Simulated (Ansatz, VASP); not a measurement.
**PtS2: VASP beside Ansatz**

```
Pt S
1.0
     3.27380    0.00000    0.00000
    -1.63690    2.83519    0.00000
     0.00000    0.00000    7.13360
Pt S
1 2
Direct
  0.00000 0.00000 0.00000
  0.33333 0.66667 0.19822
  0.66667 0.33333 0.80178
```

Alike in both runs: functional PBE; k mesh 12 × 12 × 6; occupations gaussian, width 0.05 eV; no spin polarisation.

Ansatz relaxed the structure, and its values are those at the end. VASP's run is a single point on that final structure, the one shown.

|  | VASP | Ansatz |
| --- | --- | --- |
| version | VASP 6.6.1 | Ansatz 0.2.0 |
| potentials or method | VASP PAW PBE potentials, release 64 (Pt, S), cutoff 520 eV | scalar-relativistic, plane waves, PAW |
| valence electrons in the cell | 22 | 30 |

Ansatz gave:

- gap on the k mesh at the Fermi level (eV): 1.09
- least direct gap on the mesh (eV): 1.53
- pressure (GPa): 10.4
- rms of the force components (eV/Å): 0.000

**Question.** What did VASP give for the same quantities?

**Answer.** gap on the k mesh at the Fermi level (eV): 1.09; least direct gap on the mesh (eV): 1.53; pressure (GPa): 9.9; rms of the force components (eV/Å): 0.023.

VASP's potentials hold 22 valence electrons a cell and Ansatz's 30, so a difference there can come from the potentials and not from the codes. Ansatz's warnings: stress scf threshold loose.

Spin-orbit coupling is off throughout.
